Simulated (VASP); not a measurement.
A run of VASP 6.6.1 is set up as follows.

Contents of POSCAR:

```
Al2Cu
1.0
    2.8562869610      2.8562869610      0.0000000000
   -2.8562869610      2.8562869610      0.0000000000
    0.0000000000      0.0000000000      5.8488299443
Al Cu
4 2
Direct
    0.5000000000      0.0000000000      0.2500000000
    0.0000000000      0.5000000000      0.2500000000
    0.0000000000      0.5000000000      0.7500000000
    0.5000000000      0.0000000000      0.7500000000
    0.0000000000      0.0000000000      0.5000000000
    0.5000000000      0.5000000000      0.0000000000
```

Contents of INCAR.step1:

```
PREC = Accurate
ENCUT = 520
ISMEAR = 0
SIGMA = 0.1
LREAL = F
LASPH = T
NELM = 60
NBANDS = 26
GGA = PE
ALGO = Normal
EDIFF = 1E-4
LWAVE = T
LCHARG = F
```

The input INCAR.step2:

```
PREC = Accurate
ENCUT = 520
EDIFF = 1E-6
ISMEAR = 0
SIGMA = 0.1
LREAL = F
LASPH = T
NELM = 60
ALGO = Normal
ISIF = 2
LWAVE = F
LCHARG = T
METAGGA = R2SCAN
LMIXTAU = T
LELF = T
LVHAR = T
NBANDS = 26
ISTART = 1
```

Contents of KPOINTS:

```
regular mesh
0
Gamma
  10 10 6
```

Potentials or basis: VASP PAW PBE potentials, release 64 (Al, Cu).

Command:

```console
$ cat potpaw_PBE.64/Al/POTCAR potpaw_PBE.64/Cu/POTCAR > POTCAR
$ cp INCAR.step1 INCAR
$ mpirun -np 1 vasp_std > vasp.out
$ cp INCAR.step2 INCAR
$ mpirun -np 1 vasp_std > vasp.out
```

Estimate the pressure.

-1.3 GPa.

What does it give for the band gap on the k mesh?

Zero (bands 17 and 18 overlap by 4.44 eV).

Stress tensor (GPa, compression positive):
```
-0.15  0.00  0.00
 0.00 -0.15  0.00
 0.00  0.00 -3.72
```

Caveat: the cell differs from its parent crystal (uniaxial strain along c: +2.0 %, then relaxed in part); the PAW data sets were made with another functional, which shifts forces and pressure a little.
